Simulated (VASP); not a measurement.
A run of VASP 6.6.1:

The input POSCAR:

```
Li
1.0
    7.2053150000      0.0000000000      0.0000000000
    0.0000000000      7.2053150000      0.0000000000
    0.0000000000      0.0000000000      7.2053150000
Li
16
Direct
    0.0068976859     -0.0527249676      0.0091737835
    0.4658644348     -0.0359873232      0.0162935278
    0.0262445153      0.5358683139     -0.0307689532
   -0.0417608390      0.0759716959      0.4951067372
    0.2498711021      0.3041504778      0.1965632314
    0.4727759994      0.5237661365     -0.0035251755
    0.5031008360      0.1178713214      0.4702362076
    0.7694181309      0.1824347721      0.1651836179
   -0.0426490722      0.4864325848      0.5269721032
    0.2288588355      0.7678776015      0.2495241360
    0.2205871638      0.2441253436      0.7495161558
    0.5169517224      0.5116500805      0.5413364995
    0.7049240734      0.7370947696      0.3029985504
    0.7026063399      0.2749220541      0.7873632173
    0.2150218276      0.8168275780      0.7138896773
    0.7509595347      0.7944690829      0.7494883985
```

The input INCAR.step1:

```
SYSTEM = Li
PREC = Accurate ; ENCUT = 520
ISMEAR = -1 ; SIGMA = 0.1
LREAL = Auto ; LASPH = .TRUE.
NELM = 100 ; NBANDS = 38
GGA = PE ; ALGO = Normal
EDIFF = 1E-4 ; LWAVE = .TRUE.
LCHARG = .FALSE.
```

The input INCAR.step2:

```
SYSTEM = Li
PREC = Accurate ; ENCUT = 520
EDIFF = 1E-7 ; ISMEAR = -1
SIGMA = 0.1 ; LREAL = Auto
LASPH = .TRUE. ; NELM = 100
ALGO = Normal ; ISIF = 2
LWAVE = .FALSE. ; LCHARG = .FALSE.
METAGGA = R2SCAN ; LMIXTAU = .TRUE.
NBANDS = 38 ; ISTART = 1
```

KPOINTS

```
regular mesh
0
G
  2 2 2
  0 0 0
```

Potentials or basis: VASP PAW PBE potentials, release 64 (Li_sv).

The run is started by

```bash
$ cat potpaw_PBE.64/Li_sv/POTCAR > POTCAR
$ cp INCAR.step1 INCAR
$ mpirun -np 1 vasp_std > vasp.out
$ cp INCAR.step2 INCAR
$ mpirun -np 1 vasp_std > vasp.out
```

Hardware: 1 thread of Oxide Virtual Turin-like Processor (shared host).

Q: Estimate the wall time of this run.

A: Wall time 38 min on 1 thread of Oxide Virtual Turin-like Processor, with other jobs on the host, peak memory 0.41 GiB. Counts: k points 8.
